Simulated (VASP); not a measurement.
# CuAs3 (P6_3/mmc) in VASP: single point with PBE

Aim: the single point of CuAs3 with PBE.

Everything below comes from runs of VASP 6.6.1. Logs are shortened: lines on timing, memory, paths and dates and some standing lists are left out, and cuts for length are marked.

### Step 1. The cell of the first run

Symmetry: P6_3/mmc, No. 194, hexagonal system. The conventional cell has a = 8.841 Å, b = 8.841 Å, c = 3.880 Å, α = 90.00°, β = 90.00°, γ = 120.00°. Cu (site symmetry -6m2) has 6 As at 2.43 Å within 3.2 Å. As (site symmetry mm2) has 2 Cu at 2.43 Å and 2 As at 2.53 Å within 3.2 Å.

### Step 2. Single point, PBE

Contents of INCAR:

```
ALGO = Normal
EDIFF = 1E-6
ENCUT = 520
GGA = PE
ISIF = 2
ISMEAR = 0
LASPH = True
LCHARG = False
LREAL = False
LWAVE = False
NBANDS = 36
NELM = 100
PREC = Accurate
SIGMA = 0.1
```

Contents of KPOINTS:

```
k-points
0
Gamma
  6 6 10
```

Contents of POSCAR:

```
CuAs3
1.0
    8.8413579734      0.0000000000      0.0000000000
   -4.4206789866      7.6568406089      0.0000000000
    0.0000000000      0.0000000000      3.8795156306
Cu As
2 6
Direct
    0.3333333333      0.6666666667      0.2500000000
    0.6666666667      0.3333333333      0.7500000000
    0.7622044346      0.5244088692      0.2500000000
    0.2377955654      0.7622044346      0.7500000000
    0.4755911308      0.2377955654      0.2500000000
    0.2377955654      0.4755911308      0.7500000000
    0.7622044346      0.2377955654      0.2500000000
    0.5244088692      0.7622044346      0.7500000000
```

Potentials or basis: VASP PAW PBE potentials, release 64 (Cu, As).

Command:

```sh
$ cat potpaw_PBE.64/Cu/POTCAR potpaw_PBE.64/As/POTCAR > POTCAR
$ mpirun -np 1 vasp_std > vasp.out
```

OUTCAR:

```text
EDIFF = 1E-6
   ENCUT = 520
   GGA = PE
   ISIF = 2
   ISMEAR = 0
   LASPH = True
   LREAL = False
   NELM = 100
   PREC = Accurate

 ion  position               nearest neighbor table
   1  0.333  0.667  0.250-   4 2.43   4 2.43   6 2.43   6 2.43   8 2.43   8 2.43
   2  0.667  0.333  0.750-   7 2.43   7 2.43   3 2.43   3 2.43   5 2.43   5 2.43
   3  0.762  0.524  0.250-   2 2.43   2 2.43   7 2.53   5 2.53
   4  0.238  0.762  0.750-   1 2.43   1 2.43   6 2.53   8 2.53
   5  0.476  0.238  0.250-   2 2.43   2 2.43   7 2.53   3 2.53
   6  0.238  0.476  0.750-   1 2.43   1 2.43   4 2.53   8 2.53
   7  0.762  0.238  0.250-   2 2.43   2 2.43   3 2.53   5 2.53
   8  0.524  0.762  0.750-   1 2.43   1 2.43   4 2.53   6 2.53

  LATTYP: Found a hexagonal cell.
 ALAT       =     8.8413579734
 C/A-ratio  =     0.4387918284

  Lattice vectors:

 A1 = (   8.8413579734,   0.0000000000,   0.0000000000)
 A2 = (  -4.4206789866,   7.6568406089,   0.0000000000)
 A3 = (   0.0000000000,   0.0000000000,   3.8795156306)

Analysis of symmetry for initial positions (statically):
=====================================================================
 Subroutine PRICEL returns:
 Original cell was already a primitive cell.

 Routine SETGRP: Setting up the symmetry group for a
 hexagonal supercell.

 Subroutine GETGRP returns: Found 24 space group operations
 (whereof 12 operations were pure point group operations)
 out of a pool of 24 trial point group operations.

The static configuration has the point symmetry D_3d.
 The point group associated with its full space group is D_6h.

Analysis of symmetry for dynamics (positions and initial velocities):
=====================================================================
 Subroutine PRICEL returns:
 Original cell was already a primitive cell.

 Routine SETGRP: Setting up the symmetry group for a
 hexagonal supercell.

 Subroutine GETGRP returns: Found 24 space group operations
 (whereof 12 operations were pure point group operations)
 out of a pool of 24 trial point group operations.

The dynamic configuration has the point symmetry D_3d.
 The point group associated with its full space group is D_6h.

 Subroutine INISYM returns: Found 24 space group operations
 (whereof 12 operations are pure point group operations),
 and found     1 'primitive' translations

----------------------------------------------------------------------------------------

                                     Primitive cell

  volume of cell :     262.6311

  direct lattice vectors                    reciprocal lattice vectors
     8.841357973  0.000000000  0.000000000     0.113104797  0.065301085  0.000000000
    -4.420678987  7.656840609  0.000000000     0.000000000  0.130602170  0.000000000
     0.000000000  0.000000000  3.879515631     0.000000000  0.000000000  0.257764137

  length of vectors
     8.841357973  8.841357973  3.879515631     0.130602170  0.130602170  0.257764137

  position of ions in fractional coordinates (direct lattice)
     0.333333333  0.666666667  0.250000000
     0.666666667  0.333333333  0.750000000
     0.762204435  0.524408869  0.250000000
     0.237795565  0.762204435  0.750000000
     0.475591131  0.237795565  0.250000000
     0.237795565  0.475591131  0.750000000
     0.762204435  0.237795565  0.250000000
     0.524408869  0.762204435  0.750000000

  ion indices of the primitive-cell ions
   primitive index   ion index
                 1           1
                 2           2
                 3           3
                 4           4
                 5           5
                 6           6
                 7           7
                 8           8

----------------------------------------------------------------------------------------

 KPOINTS: k-points

Automatic generation of k-mesh.
 Grid dimensions read from file:
 generate k-points for:    6    6   10

 Generating k-lattice:

  Cartesian coordinates                     Fractional coordinates (reciprocal lattice)
     0.018850800  0.010883514  0.000000000     0.166666667 -0.000000000  0.000000000
     0.000000000  0.021767028  0.000000000     0.000000000  0.166666667  0.000000000
     0.000000000  0.000000000  0.025776414     0.000000000  0.000000000  0.100000000

  Length of vectors
     0.021767028  0.021767028  0.025776414

  Shift w.r.t. Gamma in fractional coordinates (k-lattice)
     0.000000000  0.000000000  0.000000000

 Subroutine IBZKPT returns following result:
 ===========================================

 Found     42 irreducible k-points:

 Following reciprocal coordinates:
            Coordinates               Weight
  0.000000  0.000000  0.000000      1.000000
  0.166667  0.000000  0.000000      6.000000
  0.333333 -0.000000  0.000000      6.000000
  0.500000  0.000000  0.000000      3.000000
  0.166667  0.166667  0.000000      6.000000
  0.333333  0.166667  0.000000     12.000000
[... 16 lines left out ...]
  0.166667  0.000000  0.300000     12.000000
  0.333333 -0.000000  0.300000     12.000000
 [... further k-points ...]
   k-points           NKPTS =     42   k-points in BZ     NKDIM =     42   number of bands    NBANDS=     36
   number of dos      NEDOS =    301   number of ions     NIONS =      8
   total plane-waves  NPLWV = 147000
   dimension x,y,z NGX =    70 NGY =   70 NGZ =   30
   dimension x,y,z NGXF=   140 NGYF=  140 NGZF=   60
   ions per type =               2   6
   NGX,Y,Z   is equivalent  to a cutoff of  13.16, 13.16, 12.86 a.u.
   NGXF,Y,Z  is equivalent  to a cutoff of  26.32, 26.32, 25.71 a.u.
 SYSTEM =  unknown system
   PREC   = accura    normal or accurate (medium, high low for compatibility)
   ISTART =      0    job   : 0-new  1-cont  2-samecut
   ICHARG =      2    charge: 1-file 2-atom 10-const
   ISPIN  =      1    spin polarized calculation?
   LNONCOLLINEAR =      F non collinear calculations
   LSORBIT =      F    spin-orbit coupling
   LASPH  =      T    aspherical Exc in radial PAW
   ENCUT  =  520.0 eV  38.22 Ry    6.18 a.u.  16.44 16.44  7.21*2*pi/ulx,y,z
   NELM   =    100;   NELMIN=  2; NELMDL= -5     # of ELM steps
   EDIFF  = 0.1E-05   stopping-criterion for ELM
   LREAL  =      F    real-space projection
   EDIFFG = 0.1E-04   stopping-criterion for IOM
   NSW    =      0    number of steps for IOM
   IBRION =     -1    ionic relax: 0-MD 1-quasi-New 2-CG
   NFREE  =      0    steps in history (QN), initial steepest desc. (CG)
   ISIF   =      2    stress and relaxation
   ISYM   =      2    0-nonsym 1-usesym 2-fastsym
   POTIM  = 0.5000    time-step for ionic-motion
   TEBEG  =    0.0;   TEEND  =   0.0 temperature during run
   PSTRESS=    0.0 pullay stress
   NELECT =      52.0000    total number of electrons
   NUPDOWN=      -1.0000    fix difference up-down
   EMIN   =  10.00;   EMAX   =-10.00  energy-range for DOS
   EFERMI =   0.00;   METHOD = LEGACY
   ISMEAR =     0;   SIGMA  =   0.10  broadening in eV -4-tet -1-fermi 0-gaus
   EFERMI_NEDOS =   21; number of points for ismear=-14 and -15
   IALGO  =     38    algorithm
   IMIX   =      4    mixing-type and parameters
     AMIX     =   0.40;   BMIX     =  1.00
     AMIX_MAG =   1.60;   BMIX_MAG =  1.00
  volume/ion in A,a.u.               =      32.83       221.54
  Fermi-wavevector in a.u.,A,eV,Ry     =   0.954173  1.803126 12.387379  0.910447
  Thomas-Fermi vector in A             =   2.082896
   LORBIT       =      0    0 simple, 1 ext, 2 COOP (PROOUT), +10 PAW based schemes
   GGA     = PE    functional components
   LHFCALC =     F    Hartree Fock is set to
   AEXX    =    0.0000 exact exchange contribution
   IVDW    =     0    specifies the selected vdW correction
   LEPSILON=     F    determine dielectric tensor
   LRPA    =     F    only Hartree local field effects (RPA)
 non-spin polarized calculation
 Gauss-broadening in eV      SIGMA  =   0.10
  energy-cutoff  :      520.00
  volume of cell :      262.63
 maximum number of plane-waves:      7113
 NGX is ok and might be reduce to    70
   NGX = 33   NGY = 33   NGZ = 15

 number of electron      51.9999983 magnetization

 Free energy of the ion-electron system (eV)
  ---------------------------------------------------
  ext. energy  EPLUGINS =         0.00000000
  ---------------------------------------------------
  free energy    TOTEN  =       -33.65656059 eV

  energy without entropy =      -33.65631079  energy(sigma->0) =      -33.65643569

 E-fermi :   1.2840     XC(G=0):  -7.4075

 val. band max:        1.1214508063   @ k =   0.0000   0.0000   0.3000
 cond. band min:       1.4620915200   @ k =   0.5000   0.0000   0.2000
 fundamental gap:      0.3406407137
 Fermi energy:         1.2840437633

 k-point     1 :       0.0000    0.0000    0.0000
  band No.  band energies     occupation
      1     -12.6382      2.00000
      2     -12.4635      2.00000
      3      -8.3851      2.00000
      4      -8.3851      2.00000
      5      -8.3803      2.00000
      6      -8.3803      2.00000
[... 28 lines left out ...]
     35       4.2857      0.00000
     36       4.7615      0.00000

 k-point     2 :       0.1667    0.0000    0.0000
  band No.  band energies     occupation
      1     -12.6283      2.00000
      2     -12.4743      2.00000
      3      -8.4621      2.00000
      4      -8.4613      2.00000
      5      -8.3002      2.00000
      6      -8.2994      2.00000
[... 28 lines left out ...]
     35       4.3705      0.00000
     36       4.6191      0.00000

 k-point     3 :       0.3333   -0.0000    0.0000
  band No.  band energies     occupation
      1     -12.6026      2.00000
      2     -12.5018      2.00000
      3      -8.5181      2.00000
      4      -8.5164      2.00000
      5      -8.2369      2.00000
      6      -8.2354      2.00000
[... 28 lines left out ...]
     35       4.4053      0.00000
     36       4.6374      0.00000

 k-point     4 :       0.5000    0.0000    0.0000
  band No.  band energies     occupation
      1     -12.5817      2.00000
      2     -12.5236      2.00000
      3      -8.5382      2.00000
      4      -8.5362      2.00000
      5      -8.2131      2.00000
      6      -8.2113      2.00000
[... 28 lines left out ...]
     35       4.4799      0.00000
     36       4.7117      0.00000

 k-point     5 :       0.1667    0.1667    0.0000
  band No.  band energies     occupation
      1     -12.6102      2.00000
      2     -12.4938      2.00000
      3      -8.5391      2.00000
      4      -8.4596      2.00000
      5      -8.2979      2.00000
      6      -8.2143      2.00000
[... 655 lines left out ...]
 k-point    22 :       0.0000    0.0000    0.3000
  band No.  band energies     occupation
      1     -12.2219      2.00000
      2     -12.0997      2.00000
      3      -8.2322      2.00000
      4      -8.2322      2.00000
      5      -8.2313      2.00000
      6      -8.2313      2.00000
[... 28 lines left out ...]
     35       5.7850      0.00000
     36       6.6887      0.00000

 k-point    23 :       0.1667    0.0000    0.3000
  band No.  band energies     occupation
      1     -12.2148      2.00000
      2     -12.1071      2.00000
      3      -8.2811      2.00000
      4      -8.2807      2.00000
      5      -8.1822      2.00000
      6      -8.1815      2.00000
[... 28 lines left out ...]
     35       6.0724      0.00000
     36       6.7731      0.00000

 k-point    24 :       0.3333   -0.0000    0.3000
  band No.  band energies     occupation
      1     -12.1965      2.00000
      2     -12.1260      2.00000
      3      -8.3173      2.00000
      4      -8.3159      2.00000
      5      -8.1457      2.00000
      6      -8.1439      2.00000
[... 28 lines left out ...]
     35       6.5050      0.00000
     36       6.9134      0.00000

 [... further k-points ...]

------------------------ aborting loop because EDIFF is reached ----------------------------------------

  FORCE on cell =-STRESS in cart. coord.  units (eV):
  Direction    XX          YY          ZZ          XY          YZ          ZX
  --------------------------------------------------------------------------------------
  -------------------------------------------------------------------------------------
  Total        0.3924533      0.3924533      0.5108437      0.0000000     -0.0000000      0.0000000
  in kB        2.3941564      2.3941564      3.1163951      0.0000000     -0.0000000      0.0000000
  external PRESSURE =       2.6349027 kB  Pullay stress =       0.0000000 kB

 VOLUME and BASIS-vectors are now :
 -----------------------------------------------------------------------------
  energy-cutoff  :      520.00
  volume of cell :      262.63
      direct lattice vectors                 reciprocal lattice vectors
     8.841357973  0.000000000  0.000000000     0.113104797  0.065301085  0.000000000
    -4.420678987  7.656840609  0.000000000     0.000000000  0.130602170  0.000000000
     0.000000000  0.000000000  3.879515631     0.000000000  0.000000000  0.257764137

 POSITION                                       TOTAL-FORCE (eV/Angst)
 -----------------------------------------------------------------------------------
     -0.00000      5.10456      0.96988        -0.000000     -0.000000      0.000000
      4.42068      2.55228      2.90964         0.000000     -0.000000      0.000000
      4.42068      4.01532      0.96988         0.000000      0.079152     -0.000000
     -1.26703      5.83608      2.90964        -0.068548      0.039576      0.000000
      3.15365      1.82076      0.96988        -0.068548     -0.039576     -0.000000
      0.00000      3.64153      2.90964        -0.000000     -0.079152      0.000000
      5.68770      1.82076      0.96988         0.068548     -0.039576     -0.000000
      1.26703      5.83608      2.90964         0.068548      0.039576      0.000000
 -----------------------------------------------------------------------------------
    total drift:                                0.000000     -0.000000      0.000000

  FREE ENERGIE OF THE ION-ELECTRON SYSTEM (eV)
  ---------------------------------------------------
  free  energy   TOTEN  =       -33.6565605905 eV

  energy  without entropy=      -33.6563107929  energy(sigma->0) =      -33.65643569
```

Wall time 4.8 min (1 thread of Intel Xeon Platinum 8559C (Emerald Rapids), shared host); peak memory 0.58 GiB.

What came out:

| Property | Result |
| --- | --- |
| Free energy | -33.6566 eV |
| Pressure | 0.3 GPa |
| Largest force | 0.079 eV/Å |
| Band gap on the k mesh | zero (bands 26 and 27 overlap by 3.32 eV) |

Forces in eV/Å, atoms in the order of the input:
```
Cu   0.000  0.000  0.000
Cu   0.000  0.000  0.000
As   0.000  0.079  0.000
As  -0.069  0.040  0.000
As  -0.069 -0.040  0.000
As   0.000 -0.079  0.000
As   0.069 -0.040  0.000
As   0.069  0.040  0.000
```

Caveat: this functional lacks dispersion, which binds layers or chains, so the pressure and a relaxed spacing across them are unreliable.

The gap in the log of VASP goes by the Fermi energy; the results here count the filled bands.